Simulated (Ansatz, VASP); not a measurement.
## One calculation of ZnSe, two programs

```
Zn Se
1.0
     3.92270    0.00000    0.00000
     0.00000    3.92270    0.00000
     0.00000    0.00000    5.88690
Zn Se
2 2
Cartesian
  0.0000 0.0000 0.0000
  1.9613 1.9613 0.0000
  0.0000 1.9613 1.6466
  1.9613 0.0000 4.2403
```

Alike in both runs: task single point; functional LDA; k mesh 8 × 8 × 6; occupations gaussian, width 0.05 eV; no spin polarisation.

|  | VASP | Ansatz |
| --- | --- | --- |
| version | VASP 6.6.1 | Ansatz 0.2.0 |
| potentials or method | VASP PAW LDA potentials, release 64 (Zn, Se), cutoff 520 eV | scalar-relativistic, plane waves, PAW |
| valence electrons in the cell | 36 | 56 |

|  | VASP | Ansatz | Ansatz less VASP |
| --- | --- | --- | --- |
| gap on the k mesh at the Fermi level (eV) | 1.23 | 1.21 | -0.023 |
| least direct gap on the mesh (eV) | 1.23 | 1.21 | -0.023 |
| pressure (GPa) | -4.6 | -5.0 | -0.32 |
| traceless stress, the component that is largest in VASP (GPa) | -3.90 | -3.89 | +0.004 |
| rms of the force components (eV/Å) | 0.531 | 0.551 | +0.0206 |

Ansatz warns that its potentials were made for another functional, while VASP's fit it. LDA's correlation is that of Perdew and Zunger in VASP and of Perdew and Wang (1992) in Ansatz. Atom by atom the forces differ by 0.021 eV/Å (rms over components). VASP's potentials hold 36 valence electrons a cell and Ansatz's 56, so a difference there can come from the potentials and not from the codes.
